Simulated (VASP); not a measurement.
A run of VASP 6.6.1 is set up as follows.

The input INCAR:

```
ALGO = Normal ; EDIFF = 1E-6
ENCUT = 520 ; GGA = PE
ISIF = 2 ; ISMEAR = 0
LASPH = T ; LCHARG = T
LELF = T ; LREAL = F
LVHAR = T ; LWAVE = F
NBANDS = 30 ; NELM = 60
PREC = Accurate ; SIGMA = 0.05
```

Contents of KPOINTS:

```
k-points
0
Gamma
  8 6 4
```

File POSCAR:

```
LiF
1.0
   -3.1605840920      0.0148305941     -0.0298352172
   -0.0468265877      0.0029492565     -4.9061457127
    0.0256873424     -5.3473156025      0.0032546918
Li F
4 4
Direct
    0.4971975168      0.6185351657      0.1668358789
   -0.0021783458      0.6167517000      0.6663576902
    1.0030748416      0.1195862637      0.3340569260
    0.4994800796      0.1212057298      0.8361382866
    0.5018313738      0.0013511461      0.1658828590
    0.0005214862      0.0070440796      0.6646787863
    0.9996223922      0.5041695049      0.3326382698
    0.5004506555      0.5113644102      0.8334113031
```

Potentials or basis: VASP PAW PBE potentials, release 64 (Li_sv, F).

Run with:

```bash
$ cat potpaw_PBE.64/Li_sv/POTCAR potpaw_PBE.64/F/POTCAR > POTCAR
$ mpirun -np 1 vasp_std > vasp.out
```

(1) Predict the largest force.

(2) What does it give for the band gap on the k mesh?

Answers

(1) 0.170 eV/Å.

(2) 7.58 eV.
